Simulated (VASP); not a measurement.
# Mg2B6Pt (R-3m) in VASP: a series of runs, part 2 of 2

VASP 6.6.1.

**4. Relaxation of cell and atoms, PBE**

INCAR

```
SYSTEM = Mg2B6Pt
PREC = Accurate ; ENCUT = 600
EDIFF = 1E-6 ; ISMEAR = 0
SIGMA = 0.1 ; LREAL = .False.
LASPH = .True. ; NELM = 60
ALGO = Normal ; ISIF = 3
LWAVE = .False. ; LCHARG = .False.
GGA = PE ; IBRION = 2
NSW = 90 ; EDIFFG = -0.04
```

KPOINTS

```
regular mesh
0
Gamma
  6 6 6
  0 0 0
```

POSCAR

```
Mg2B6Pt
1.0
    3.0330777900      1.7511482800      2.5388948200
   -3.0330777900      1.7511482800      2.5388948200
    0.0000000000     -3.5022965600      2.5388948200
Mg B Pt
2 6 1
Direct
    0.1855601300      0.1855601300      0.1855601300
    0.8144398700      0.8144398700      0.8144398700
    0.1552403900      0.8447596100      0.5000000000
    0.5000000000      0.1552403900      0.8447596100
    0.8447596100      0.5000000000      0.1552403900
    0.8447596100      0.1552403900      0.5000000000
    0.5000000000      0.8447596100      0.1552403900
    0.1552403900      0.5000000000      0.8447596100
    0.5000000000      0.5000000000      0.5000000000
```

Command:

```
$ cat potpaw_PBE.64/Mg/POTCAR potpaw_PBE.64/B/POTCAR potpaw_PBE.64/Pt/POTCAR > POTCAR
$ mpirun -np 1 vasp_std > vasp.out
```

Wall time 10 min (1 thread of AMD EPYC 9R45 (Zen 5), shared host); peak memory 0.23 GiB.

Results (log left out):

```
Free energy                           : -45.9852 eV
Relaxed volume                        : 13.46 Å³/atom
Relaxed cell                          : a = 5.369 Å, b = 5.369 Å, c = 5.369 Å, α = 64.90°, β = 64.90°, γ = 64.90°
Space group after relaxing (to 0.1 Å) : R-3m (No. 166)
Energy gained by relaxing             : 1131.9 meV/atom
Ionic steps                           : 33
Pressure after relaxing               : 0.0 GPa
Largest force after relaxing          : 0.012 eV/Å
Band gap on the k mesh                : zero (bands 16 and 17 overlap by 3.33 eV)
```

Forces in eV/Å, atoms in the order of the input:
```
Mg   0.000  0.000  0.012
Mg   0.000  0.000 -0.012
B   -0.006  0.000  0.000
B    0.003 -0.005  0.000
B    0.003  0.005  0.000
B    0.006  0.000  0.000
B   -0.003  0.005  0.000
B   -0.003 -0.005  0.000
Pt   0.000  0.000  0.000
```

Stress tensor (GPa, compression positive):
```
-0.06  0.00  0.00
 0.00 -0.06  0.00
 0.00  0.00  0.05
```

The path:
```tsv
step	energy change (eV)	largest force (eV/Å)	pressure (GPa)	volume (Å³)
1	0.0000	0.5064	48.11	80.91
2	-1.4802	1.0201	-13.85	116.78
3	-2.3524	0.6472	0.08	99.98
4	-2.3526	0.6371	0.64	99.57
5	-2.7543	0.5556	0.70	101.88
6	-3.1461	0.9452	6.15	106.82
7	-3.3749	1.0262	-0.30	114.92
8	-3.4168	1.0393	-3.52	120.48
9	-3.6468	1.2298	-3.25	124.37
10	-4.2050	1.6752	-2.35	135.47
11	-2.8174	5.1214	-0.72	155.14
12	-4.4673	2.1779	-3.25	137.80
13	-4.5684	2.3397	-3.52	138.98
14	-4.8543	2.8292	-4.47	142.40
15	-5.1640	3.7235	-6.34	148.75
16	-5.5394	3.8566	-7.81	150.06
17	-6.3246	3.8818	-11.43	153.42
18	-7.2859	3.3436	-11.78	150.25
19	-8.6788	0.9589	-7.47	140.97
20	-8.6972	0.6614	-9.03	142.68
21	-8.7122	0.6597	-8.48	142.03
22	-9.0926	0.5487	-6.83	138.25
23	-9.8857	0.1444	-0.81	127.13
24	-9.3200	0.8092	19.34	105.82
25	-10.0633	0.2507	3.84	120.51
26	-10.0669	0.2638	4.52	119.66
27	-10.1782	0.1912	0.87	121.03
28	-10.1835	0.1659	-0.07	121.42
29	-10.1835	0.1684	0.01	121.38
30	-10.1851	0.1259	-0.09	121.39
31	-10.1852	0.1101	-0.13	121.39
32	-10.1863	0.0693	-0.08	121.30
33	-10.1870	0.0115	-0.03	121.17
```

Final structure:
```cif
data_structure
_symmetry_space_group_name_H-M 'P 1'
_symmetry_Int_Tables_number 1
_cell_length_a 5.3693
_cell_length_b 5.3693
_cell_length_c 5.3693
_cell_angle_alpha 64.899
_cell_angle_beta 64.899
_cell_angle_gamma 64.899
_cell_volume 121.17
loop_
_atom_site_label
_atom_site_type_symbol
_atom_site_fract_x
_atom_site_fract_y
_atom_site_fract_z
_atom_site_occupancy
Mg1 Mg 0.28984 0.28984 0.28984 1
Mg2 Mg 0.71016 0.71016 0.71016 1
B1 B 0.13718 0.86282 0.50000 1
B2 B 0.50000 0.13718 0.86282 1
B3 B 0.86282 0.50000 0.13718 1
B4 B 0.86282 0.13718 0.50000 1
B5 B 0.50000 0.86282 0.13718 1
B6 B 0.13718 0.50000 0.86282 1
Pt1 Pt 0.50000 0.50000 0.50000 1
```

Levels at points of the mesh, in eV from the Fermi level:
```csv
k point,band 12,band 13,band 14,band 15,band 16,band 17,band 18,band 19,band 20,band 21
"(0.00, 0.00, 0.00)",-5.08,-3.20,-1.14,-1.14,1.52,1.54,1.54,1.74,2.88,2.88
"(0.50, 0.00, 0.00)",-3.15,-2.46,-1.99,-1.08,-0.99,-0.91,0.09,3.49,3.56,3.96
"(0.50, 0.50, 0.00)",-3.19,-2.40,-2.20,-1.45,-0.60,0.66,1.36,3.14,3.87,4.04
"(0.50, 0.50, 0.50)",-4.84,-4.82,-0.56,-0.56,2.42,2.42,2.77,3.25,3.25,4.07
```

Caveat: the volume moved by over 15 % at a fixed basis, so the end points are rough; spin-orbit coupling is left out, which moves the levels of the heavy elements.

**5. Single point, PBE**

This run uses another cell than the first one, of 13.68 Å³/atom.

INCAR

```
SYSTEM = Mg2B6Pt
PREC     = Accurate       ! precision mode
ENCUT    = 520            ! plane-wave cutoff, eV
EDIFF    = 1E-6           ! SCF threshold, eV
ISMEAR   = 0              ! smearing method
SIGMA    = 0.1            ! smearing width, eV
LREAL    = .False.        ! projectors in reciprocal space
LASPH    = .True.         ! aspherical terms in the spheres
NELM     = 80             ! most SCF steps
ALGO     = Normal         ! electronic algorithm
ISIF     = 2              ! what is computed and relaxed
LWAVE    = .False.        ! write WAVECAR
LCHARG   = .False.        ! write CHGCAR
GGA      = PE             ! functional
NBANDS   = 26             ! bands
```

KPOINTS

```
Automatic mesh
0
Gamma
  12 12 12
  0 0 0
```

POSCAR

```
Mg2B6Pt
1.0
    2.8781733200      1.6617141411      4.2909465904
   -2.8781733200      1.6617141411      4.2909465904
    0.0000000000     -3.3234282822      4.2909465903
Mg B Pt
2 6 1
Direct
    0.2899459831      0.2899459831      0.2899459831
    0.7100540169      0.7100540169      0.7100540169
    0.1370057468      0.8629942532      0.5000000000
    0.5000000000      0.1370057468      0.8629942532
    0.8629942532      0.5000000000      0.1370057468
    0.8629942532      0.1370057468      0.5000000000
    0.5000000000      0.8629942532      0.1370057468
    0.1370057468      0.5000000000      0.8629942532
    0.5000000000      0.5000000000      0.5000000000
```

Potentials or basis: VASP PAW PBE potentials, release 64 (Mg, B, Pt).

Command:

```
$ cat potpaw_PBE.64/Mg/POTCAR potpaw_PBE.64/B/POTCAR potpaw_PBE.64/Pt/POTCAR > POTCAR
$ mpirun -np 1 vasp_std > vasp.out
```

OUTCAR:

```text
SYSTEM = Mg2B6Pt
   PREC = Accurate
   ENCUT = 520
   EDIFF = 1E-6
   ISMEAR = 0
   LREAL = .False.
   LASPH = .True.
   NELM = 80
   ISIF = 2
   GGA = PE

 ion  position               nearest neighbor table
   1  0.290  0.290  0.290-   4 2.43   8 2.43   7 2.43   5 2.43   3 2.43   6 2.43   9 2.70   2 3.51
                             2 3.51   2 3.51
   2  0.710  0.710  0.710-   5 2.43   7 2.43   4 2.43   8 2.43   3 2.43   6 2.43   9 2.70   1 3.51
                             1 3.51   1 3.51
   3  0.137  0.863  0.500-   6 1.58   9 2.09   8 2.09   7 2.09   1 2.43   2 2.43
   4  0.500  0.137  0.863-   7 1.58   8 2.09   6 2.09   9 2.09   1 2.43   2 2.43
   5  0.863  0.500  0.137-   8 1.58   7 2.09   6 2.09   9 2.09   2 2.43   1 2.43
   6  0.863  0.137  0.500-   3 1.58   9 2.09   5 2.09   4 2.09   1 2.43   2 2.43
   7  0.500  0.863  0.137-   4 1.58   5 2.09   3 2.09   9 2.09   2 2.43   1 2.43
   8  0.137  0.500  0.863-   5 1.58   4 2.09   3 2.09   9 2.09   1 2.43   2 2.43
   9  0.500  0.500  0.500-   3 2.09   6 2.09   5 2.09   4 2.09   7 2.09   8 2.09   1 2.70   2 2.70

  LATTYP: Found a trigonal (rhomboedric) cell.
 ALAT       =     5.4274670140
 COS(alpha) =     0.4375686809

  Lattice vectors:

 A1 = (   2.8781733200,   1.6617141411,   4.2909465904)
 A2 = (  -2.8781733200,   1.6617141411,   4.2909465904)
 A3 = (   0.0000000000,  -3.3234282822,   4.2909465903)

Analysis of symmetry for initial positions (statically):
=====================================================================
 Subroutine PRICEL returns:
 Original cell was already a primitive cell.

 Routine SETGRP: Setting up the symmetry group for a
 trigonal (rhombohedral) supercell.

 Subroutine GETGRP returns: Found 12 space group operations
 (whereof 12 operations were pure point group operations)
 out of a pool of 12 trial point group operations.

The static configuration has the point symmetry D_3d.

Analysis of symmetry for dynamics (positions and initial velocities):
=====================================================================
 Subroutine PRICEL returns:
 Original cell was already a primitive cell.

 Routine SETGRP: Setting up the symmetry group for a
 trigonal (rhombohedral) supercell.

 Subroutine GETGRP returns: Found 12 space group operations
 (whereof 12 operations were pure point group operations)
 out of a pool of 12 trial point group operations.

The dynamic configuration has the point symmetry D_3d.

 Subroutine INISYM returns: Found 12 space group operations
 (whereof 12 operations are pure point group operations),
 and found     1 'primitive' translations

----------------------------------------------------------------------------------------

                                     Primitive cell

  volume of cell :     123.1339

  direct lattice vectors                    reciprocal lattice vectors
     2.878173320  1.661714141  4.290946590     0.173721296  0.100298037  0.077682937
    -2.878173320  1.661714141  4.290946590    -0.173721296  0.100298037  0.077682937
     0.000000000 -3.323428282  4.290946590     0.000000000 -0.200596074  0.077682937

  length of vectors
     5.427467014  5.427467014  5.427467014     0.215112584  0.215112584  0.215112584

  position of ions in fractional coordinates (direct lattice)
     0.289945983  0.289945983  0.289945983
     0.710054017  0.710054017  0.710054017
     0.137005747  0.862994253  0.500000000
     0.500000000  0.137005747  0.862994253
[... 72 lines left out ...]
   number of dos      NEDOS =    301   number of ions     NIONS =      9
   total plane-waves  NPLWV =  64000
   dimension x,y,z NGX =    40 NGY =   40 NGZ =   40
   dimension x,y,z NGXF=    80 NGYF=   80 NGZF=   80
   ions per type =               2   6   1
   NGX,Y,Z   is equivalent  to a cutoff of  12.25, 12.25, 12.25 a.u.
   NGXF,Y,Z  is equivalent  to a cutoff of  24.50, 24.50, 24.50 a.u.
 SYSTEM =  Mg2B6Pt
   PREC   = accura    normal or accurate (medium, high low for compatibility)
   ISTART =      0    job   : 0-new  1-cont  2-samecut
   ICHARG =      2    charge: 1-file 2-atom 10-const
   ISPIN  =      1    spin polarized calculation?
   LNONCOLLINEAR =      F non collinear calculations
   LSORBIT =      F    spin-orbit coupling
   LASPH  =      T    aspherical Exc in radial PAW
   ENCUT  =  520.0 eV  38.22 Ry    6.18 a.u.  10.09 10.09 10.09*2*pi/ulx,y,z
   NELM   =     80;   NELMIN=  2; NELMDL= -5     # of ELM steps
   EDIFF  = 0.1E-05   stopping-criterion for ELM
   LREAL  =      F    real-space projection
   EDIFFG = 0.1E-04   stopping-criterion for IOM
   NSW    =      0    number of steps for IOM
   IBRION =     -1    ionic relax: 0-MD 1-quasi-New 2-CG
   NFREE  =      0    steps in history (QN), initial steepest desc. (CG)
   ISIF   =      2    stress and relaxation
   ISYM   =      2    0-nonsym 1-usesym 2-fastsym
   POTIM  = 0.5000    time-step for ionic-motion
   TEBEG  =    0.0;   TEEND  =   0.0 temperature during run
   PSTRESS=    0.0 pullay stress
   NELECT =      32.0000    total number of electrons
   NUPDOWN=      -1.0000    fix difference up-down
   EMIN   =  10.00;   EMAX   =-10.00  energy-range for DOS
   EFERMI =   0.00;   METHOD = LEGACY
   ISMEAR =     0;   SIGMA  =   0.10  broadening in eV -4-tet -1-fermi 0-gaus
   EFERMI_NEDOS =   21; number of points for ismear=-14 and -15
   IALGO  =     38    algorithm
   IMIX   =      4    mixing-type and parameters
     AMIX     =   0.40;   BMIX     =  1.00
     AMIX_MAG =   1.60;   BMIX_MAG =  1.00
  volume/ion in A,a.u.               =      13.68        92.33
  Fermi-wavevector in a.u.,A,eV,Ry     =   1.044718  1.974230 14.849876  1.091435
  Thomas-Fermi vector in A             =   2.179482
   LORBIT       =      0    0 simple, 1 ext, 2 COOP (PROOUT), +10 PAW based schemes
   GGA     = PE    functional components
   LHFCALC =     F    Hartree Fock is set to
   AEXX    =    0.0000 exact exchange contribution
   IVDW    =     0    specifies the selected vdW correction
   LEPSILON=     F    determine dielectric tensor
   LRPA    =     F    only Hartree local field effects (RPA)
 non-spin polarized calculation
 Gauss-broadening in eV      SIGMA  =   0.10
  energy-cutoff  :      520.00
  volume of cell :      123.13
 maximum number of plane-waves:      3346
   NGX = 21   NGY = 21   NGZ = 21

 number of electron      31.9999998 magnetization

 Free energy of the ion-electron system (eV)
  ---------------------------------------------------
  ext. energy  EPLUGINS =         0.00000000
  ---------------------------------------------------
  free energy    TOTEN  =       -46.13058416 eV

  energy without entropy =      -46.12368293  energy(sigma->0) =      -46.12713355

 E-fermi :   4.0444     XC(G=0):  -9.6342

 val. band max:        4.0422377349   @ k =  -0.0833   0.3333   0.0833
 cond. band min:       4.0449323301   @ k =  -0.1667   0.1667   0.0833
 fundamental gap:      0.0026945951
 Fermi energy:         4.0443589937

 k-point     1 :       0.0000    0.0000    0.0000
  band No.  band energies     occupation
      1      -8.1215      2.00000
      2      -4.6486      2.00000
      3      -4.6486      2.00000
      4      -2.9172      2.00000
      5      -2.7549      2.00000
      6      -2.7549      2.00000
[... 685 lines left out ...]
     25       9.2769      0.00000
     26      10.0315      0.00000

 [... further k-points ...]

------------------------ aborting loop because EDIFF is reached ----------------------------------------

  FORCE on cell =-STRESS in cart. coord.  units (eV):
  Direction    XX          YY          ZZ          XY          YZ          ZX
  --------------------------------------------------------------------------------------
  -------------------------------------------------------------------------------------
  Total       -0.0588655     -0.0588655     -0.1716523      0.0000000     -0.0000000      0.0000000
  in kB       -0.7659377     -0.7659377     -2.2334827      0.0000000     -0.0000000      0.0000000
  external PRESSURE =      -1.2551194 kB  Pullay stress =       0.0000000 kB

 VOLUME and BASIS-vectors are now :
 -----------------------------------------------------------------------------
  energy-cutoff  :      520.00
  volume of cell :      123.13
      direct lattice vectors                 reciprocal lattice vectors
     2.878173320  1.661714141  4.290946590     0.173721296  0.100298037  0.077682937
    -2.878173320  1.661714141  4.290946590    -0.173721296  0.100298037  0.077682937
     0.000000000 -3.323428282  4.290946590     0.000000000 -0.200596074  0.077682937

 POSITION                                       TOTAL-FORCE (eV/Angst)
 -----------------------------------------------------------------------------------
      0.00000      0.00000      3.73243        -0.000000     -0.000000      0.003796
      0.00000      0.00000      9.14041        -0.000000     -0.000000     -0.003796
     -2.08952      0.00000      6.43642         0.009749     -0.000000      0.000000
      1.04476     -1.80958      6.43642        -0.004874      0.008442      0.000000
      1.04476      1.80958      6.43642        -0.004874     -0.008442     -0.000000
      2.08952      0.00000      6.43642        -0.009749     -0.000000      0.000000
     -1.04476      1.80958      6.43642         0.004874     -0.008442     -0.000000
     -1.04476     -1.80958      6.43642         0.004874      0.008442      0.000000
      0.00000      0.00000      6.43642        -0.000000     -0.000000     -0.000000
 -----------------------------------------------------------------------------------
    total drift:                               -0.000000      0.000000      0.000000

  FREE ENERGIE OF THE ION-ELECTRON SYSTEM (eV)
  ---------------------------------------------------
  free  energy   TOTEN  =       -46.1305841614 eV

  energy  without entropy=      -46.1236829293  energy(sigma->0) =      -46.12713355
```

Wall time 4.4 min (1 thread of AMD EPYC 9R45 (Zen 5), shared host); peak memory 0.64 GiB.

Results:

```
Free energy            : -46.1306 eV
Pressure               : -0.1 GPa
Largest force          : 0.010 eV/Å
Band gap on the k mesh : zero (bands 16 and 17 overlap by 3.35 eV)
```

Forces in eV/Å, atoms in the order of the input:
```
Mg   0.000  0.000  0.004
Mg   0.000  0.000 -0.004
B    0.010  0.000  0.000
B   -0.005  0.008  0.000
B   -0.005 -0.008  0.000
B   -0.010  0.000  0.000
B    0.005 -0.008  0.000
B    0.005  0.008  0.000
Pt   0.000  0.000  0.000
```

Caveat: spin-orbit coupling is left out, which moves the levels of the heavy elements.

**6. The runs side by side**

```csv
task,cell,k mesh,cutoff (eV),gap on the mesh (eV),pressure (GPa),largest force (eV/Å)
single point,"a = 4.326 Å, angles 89.0°, 9 atoms, atomic positions A",6 × 6 × 6,520,none,48.1,0.51
single point,"a = 5.420 Å, angles 64.2°, 9 atoms, atomic positions B",6 × 6 × 6,520,none,-0.1,0.01
relaxation of cell and atoms,"relaxed from a = 4.326 Å, angles 89.0°, 9 atoms, atomic positions A",6 × 6 × 6,600,none,0.0,0.01
single point,"a = 5.427 Å, angles 64.1°, 9 atoms, atomic positions B",12 × 12 × 12,520,none,-0.1,0.01
```

Alike in all rows: level PBE; potentials or basis VASP PAW PBE potentials, release 64 (Mg, B, Pt); no spin polarisation; smearing gaussian 0.1 eV.

Caveats: spin-orbit coupling is left out, which moves the levels of the heavy elements; the cell stands under pressure (at least some runs); the volume moved by over 15 % at a fixed basis, so the end points are rough (at least some runs).

Absolute energies hang on the potentials; compare differences alone.
